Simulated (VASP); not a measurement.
Input of a VASP 6.6.1 run:

Contents of INCAR:

```
SYSTEM = BN
ALGO = Normal ; EDIFF = 1E-6
ENCUT = 520 ; GGA = PE
ISIF = 2 ; ISMEAR = -1
LASPH = .TRUE. ; LCHARG = .FALSE.
LREAL = .FALSE. ; LWAVE = .FALSE.
NBANDS = 16 ; NELM = 100
PREC = Accurate ; SIGMA = 0.02
```

Contents of KPOINTS:

```
k-points
0
G
  13 13 5
  0 0 0
```

File POSCAR:

```
BN
1.0
    2.5400000000      0.0000000000      0.0000000000
   -1.2700000000      2.1997045256      0.0000000000
    0.0000000000      0.0000000000      6.7299600000
B N
2 2
Direct
    0.3333333333      0.6666666667      0.2500000000
    0.6666666667      0.3333333333      0.7500000000
    0.3333333333      0.6666666667      0.7500000000
    0.6666666667      0.3333333333      0.2500000000
```

Potentials or basis: VASP PAW PBE potentials, release 64 (B, N).

The run is started by

```bash
$ cat potpaw_PBE.64/B/POTCAR potpaw_PBE.64/N/POTCAR > POTCAR
$ mpirun -np 1 vasp_std > vasp.out
```

(1) Predict the pressure.

(2) Estimate the band gap on the k mesh.

## Answers

(1) -6.4 GPa.

(2) 4.23 eV, indirect (least direct gap 4.57 eV).

Caveat: the cell differs from its parent crystal (z stretched by +2 %, then relaxed in part); this functional lacks dispersion, which binds the layers, so the pressure and a relaxed spacing across them are unreliable.
